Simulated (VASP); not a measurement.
Crystal: Li3YBi2.

```
CELL_PARAMETERS angstrom
4.63800 0.00000 0.00000
-2.31900 4.01663 0.00000
0.00000 0.00000 7.32432
ATOMIC_POSITIONS crystal
Li 0.66667 0.33333 0.35094
Li 0.33333 0.66667 0.64906
Li 0.00000 0.00000 0.50000
Y 0.00000 0.00000 0.00000
Bi 0.66667 0.33333 0.75259
Bi 0.33333 0.66667 0.24741
```

* Program: VASP 6.6.1
* Task: relaxation of cell and atoms
* Functional: LDA
* Potentials or basis: VASP PAW LDA potentials, release 64 (Li_sv, Y_sv, Bi_d)
* Cutoff: 600 eV
* k mesh: 5 × 5 × 3
* Occupations: methfessel-paxton, width 0.1 eV
* Spin: no spin polarisation

At the start: pressure -3.0 GPa; volume 22.74 Å³/atom.

Where does the relaxation end?

Over 11 steps the energy falls by 16.9 meV/atom and the volume is 21.08 Å³/atom (-7.3 %); space group P-3m1 (No. 164, to 0.05 Å).

The path:
```csv
step,energy change (eV),largest force (eV/Å),pressure (GPa),volume (Å³)
1,0.0000,0.1021,-3.01,136.45
2,-0.0966,0.0345,-0.63,128.18
3,-0.0992,0.0718,0.15,126.24
4,-0.0993,0.0650,0.01,126.59
5,-0.0993,0.0610,-0.06,126.78
6,-0.1003,0.0389,-0.06,126.73
7,-0.1008,0.0340,-0.06,126.65
8,-0.1010,0.0295,0.01,126.44
9,-0.1010,0.0243,0.09,126.21
10,-0.1012,0.0195,0.08,126.27
11,-0.1014,0.0084,0.02,126.45
```

Final structure:
```
Li Y Bi
1.0
     4.53740    0.00000    0.00000
    -2.26870    3.92951    0.00000
     0.00000    0.00000    7.09225
Li Y Bi
3 1 2
Direct
  0.66667 0.33333 0.34821
  0.33333 0.66667 0.65179
  0.00000 0.00000 0.50000
  0.00000 0.00000 0.00000
  0.66667 0.33333 0.75168
  0.33333 0.66667 0.24832
```

Caveat: the cutoff is under 1.25 times the usual one of these potentials, so pressure, stress and relaxed cells hold a basis-set (Pulay) error.
